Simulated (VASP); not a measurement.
# BN (P-1) in VASP: a series of runs, part 3 of 3

VASP 6.6.1. Earlier steps stand in the parts before.

## (5) Electric field gradients, PBEsol (equal xy, yz and zx shear strains of +2 %)

INCAR reads:

```
SYSTEM = BN
PREC = Accurate
ENCUT = 520
EDIFF = 1E-8
ISMEAR = -1
SIGMA = 0.03
LREAL = .FALSE.
LASPH = .TRUE.
NELM = 80
ALGO = Normal
ISIF = 2
LWAVE = .FALSE.
LCHARG = .FALSE.
GGA = PS
LEFG = .TRUE.
NBANDS = 16
```

KPOINTS reads:

```
Automatic mesh
0
G
  11 11 4
  0 0 0
```

POSCAR reads:

```
BN
1.0
    2.5039917043      0.0250399170      0.0250399170
   -1.2303106479      2.1560004683      0.0091652458
    0.0666120000      0.0666120000      6.6612000000
B N
2 2
Direct
    0.3333333333      0.6666666667      0.2500000000
    0.6666666667      0.3333333333      0.7500000000
    0.3333333333      0.6666666667      0.7500000000
    0.6666666667      0.3333333333      0.2500000000
```

Potentials or basis: VASP PAW PBE potentials, release 64 (B, N).

Launch:

```
$ cat potpaw_PBE.64/B/POTCAR potpaw_PBE.64/N/POTCAR > POTCAR
$ mpirun -np 1 vasp_std > vasp.out
```

OUTCAR:

```text
SYSTEM = BN
   PREC = Accurate
   ENCUT = 520
   EDIFF = 1E-8
   ISMEAR = -1
   LREAL = .FALSE.
   LASPH = .TRUE.
   NELM = 80
   ISIF = 2
   GGA = PS

 ion  position               nearest neighbor table
   1  0.333  0.667  0.250-   4 1.43   4 1.45   4 1.46
   2  0.667  0.333  0.750-   3 1.43   3 1.45   3 1.46
   3  0.333  0.667  0.750-   2 1.43   2 1.45   2 1.46
   4  0.667  0.333  0.250-   1 1.43   1 1.45   1 1.46

  LATTYP: Found a triclinic cell.
 ALAT       =     2.5042420910
 B/A-ratio  =     0.9912599912
 C/A-ratio  =     3.1426218773
 COS(alpha) =     0.0006946944
 COS(beta)  =     0.4658351233
 COS(gamma) =     0.4868514561

  Lattice vectors:

 A1 = (   2.5039917043,   0.0250399170,   0.0250399170)
 A2 = (   1.2303106479,  -2.1560004683,  -0.0091652458)
 A3 = (   3.7110607607,   2.1394683023,  -6.6019549202)

Analysis of symmetry for initial positions (statically):
=====================================================================
 Subroutine PRICEL returns:
 Original cell was already a primitive cell.

 Routine SETGRP: Setting up the symmetry group for a
 triclinic supercell.

 Subroutine GETGRP returns: Found  2 space group operations
 (whereof  2 operations were pure point group operations)
 out of a pool of  2 trial point group operations.

The static configuration has the point symmetry S_2 .

Analysis of symmetry for dynamics (positions and initial velocities):
=====================================================================
 Subroutine PRICEL returns:
[... 624 lines left out ...]

------------------------ aborting loop because EDIFF is reached ----------------------------------------

  FORCE on cell =-STRESS in cart. coord.  units (eV):
  Direction    XX          YY          ZZ          XY          YZ          ZX
  --------------------------------------------------------------------------------------
  -------------------------------------------------------------------------------------
  Total        0.2006194      0.1970575      0.1608565     -1.6922132     -0.0356814     -0.0357436
  in kB        8.8892301      8.7314055      7.1273778    -74.9801379     -1.5810030     -1.5837600
  external PRESSURE =       8.2493378 kB  Pullay stress =       0.0000000 kB

 VOLUME and BASIS-vectors are now :
 -----------------------------------------------------------------------------
  energy-cutoff  :      520.00
  volume of cell :       36.16
      direct lattice vectors                 reciprocal lattice vectors
     2.503991704  0.025039917  0.025039917     0.397158100  0.226662759 -0.006238209
    -1.230310648  2.156000468  0.009165246    -0.004566686  0.461235249 -0.004566686
     0.066612000  0.066612000  6.661200000    -0.001486662 -0.001486662  0.150152834

 POSITION                                       TOTAL-FORCE (eV/Angst)
 -----------------------------------------------------------------------------------
      0.03111      1.46233      1.67976        -0.262198      0.012551     -0.002860
      1.30918      0.78532      5.01565         0.262198     -0.012551      0.002860
      0.06442      1.49564      5.01036        -0.264754      0.012648     -0.002306
      1.27588      0.75201      1.68505         0.264754     -0.012648      0.002306
 -----------------------------------------------------------------------------------
    total drift:                                0.000000     -0.000000     -0.000000

  FREE ENERGIE OF THE ION-ELECTRON SYSTEM (eV)
  ---------------------------------------------------
  free  energy   TOTEN  =       -36.5485115669 eV

  energy  without entropy=      -36.5485115669  energy(sigma->0) =      -36.54851157

 Electric field gradients (V/A^2)
---------------------------------------------------------------------
 ion       V_xx      V_yy      V_zz      V_xy      V_xz      V_yz
---------------------------------------------------------------------
   1     -17.331   -17.305    34.636     0.873    -0.508    -0.507
   2     -17.331   -17.305    34.636     0.873    -0.508    -0.507
   3      -2.076    -2.115     4.191     3.695     0.053     0.053
   4      -2.076    -2.115     4.191     3.695     0.053     0.053
---------------------------------------------------------------------

 Electric field gradients after diagonalization (V/A^2)
 (convention: |V_zz| > |V_xx| > |V_yy|)
----------------------------------------------------------------------
 ion       V_xx      V_yy      V_zz     asymmetry (V_yy - V_xx)/ V_zz
----------------------------------------------------------------------
   1     -18.191   -16.455    34.646       0.050
   2     -18.191   -16.455    34.646       0.050
   3       4.194     1.598    -5.791       0.448
   4       4.194     1.598    -5.791       0.448
----------------------------------------------------------------------

           NMR quadrupolar parameters

 Cq : quadrupolar parameter    Cq=e*Q*V_zz/h
 eta: asymmetry parameters     (V_yy - V_xx)/ V_zz
 Q  : nuclear electric quadrupole moment in mb (millibarn)
----------------------------------------------------------------------
 ion       Cq(MHz)       eta       Q (mb)
----------------------------------------------------------------------
   1       0.084       0.050       1.000
   2       0.084       0.050       1.000
   3      -0.014       0.448       1.000
   4      -0.014       0.448       1.000
----------------------------------------------------------------------
```

stdout:

```text
POSCAR found type information on POSCAR B N
 POSCAR found :  2 types and       4 ions
 scaLAPACK will be used
 -----------------------------------------------------------------------------
|                                                                             |
|                                                                             |
|     You enforced a specific xc type in the INCAR file but a different       |
|     I HOPE YOU KNOW WHAT YOU ARE DOING!                                     |
|                                                                             |
 -----------------------------------------------------------------------------

 LDA part: xc-table for (Slater+PW92), standard interpolation
 POSCAR, INCAR and KPOINTS ok, starting setup
 FFT: planning ... GRIDC
 FFT: planning ... GRID_SOFT
 FFT: planning ... GRID
 WAVECAR not read
 entering main loop
ion   1
     0.0000257    -1.0038552     0.4177124   -25.0325488     0.4180713     0.0184282
     0.0000354    -1.0038552     0.4177124   -25.0325487     0.4180713     0.0184282
     0.0000487    -1.0038552     0.4177124   -25.0325486     0.4180713     0.0184282
     0.0000671    -1.0038552     0.4177124   -25.0325485     0.4180713     0.0184282
[... 34 lines left out ...]
     0.0000281    -3.8930708     0.0629114   -10.1564432     0.0629493    -0.0083982
     0.0000381    -3.8930704     0.0629114   -10.1564429     0.0629493    -0.0083982
     0.0000517    -3.8930698     0.0629114   -10.1564423     0.0629493    -0.0083982
     0.0000701    -3.8930687     0.0629114   -10.1564413     0.0629493    -0.0083982
```

It took 57 s on 1 thread of Intel Xeon 6975P-C (Granite Rapids), shared host; peak memory 0.23 GiB.

Results:

| Item | Value |
| --- | --- |
| Free energy | -36.5485 eV |
| Pressure | 0.8 GPa |
| Largest force | 0.265 eV/Å |
| Band gap on the k mesh | 4.15 eV (least direct gap 4.58 eV) |
| Largest electric field gradient by atom | B +34.6; N -5.8 V/Å² |

Forces in eV/Å, atoms in the order of the input:
```
B   -0.262  0.013 -0.003
B    0.262 -0.013  0.003
N   -0.265  0.013 -0.002
N    0.265 -0.013  0.002
```

Electric field gradients, principal values (V/Å²):
```tsv
atom	least	middle	greatest (by size)
1 B	-16.455	-18.191	34.646
2 B	-16.455	-18.191	34.646
3 N	1.598	4.194	-5.791
4 N	1.598	4.194	-5.791
```

Caveat: the cell differs from its parent crystal (equal xy, yz and zx shear strains of +2 %); without QUAD_EFG the Cq values of the log hold for a quadrupole moment of 1 mb, not for the nuclei; the PAW data sets were made with another functional, which shifts forces and pressure a little. A k mesh can miss the band edges.

## (6) The runs side by side

```tsv
cell	gap on the mesh (eV)	pressure (GPa)	largest force (eV/Å)
a = 2.504, b = 2.515, c = 6.661 Å, angles 90.2, 90.6, 120.4°, 4 atoms	4.19	0.8	0.13
a = 2.504, b = 2.493, c = 6.661 Å, angles 89.8, 89.4, 119.6°, 4 atoms	4.19	0.8	0.13
a = 2.504, b = 2.482, c = 6.662 Å, angles 89.6, 88.8, 119.1°, 4 atoms	4.15	0.8	0.27
```

Alike in all rows: task electric field gradients; level PBEsol; potentials or basis VASP PAW PBE potentials, release 64 (B, N); no spin polarisation; k mesh 11 × 11 × 4; cutoff (eV) 520; smearing fermi-dirac 0.03 eV.

Caveats: the PAW data sets were made with another functional, which shifts forces and pressure a little.

Absolute energies hang on the potentials; compare differences alone.
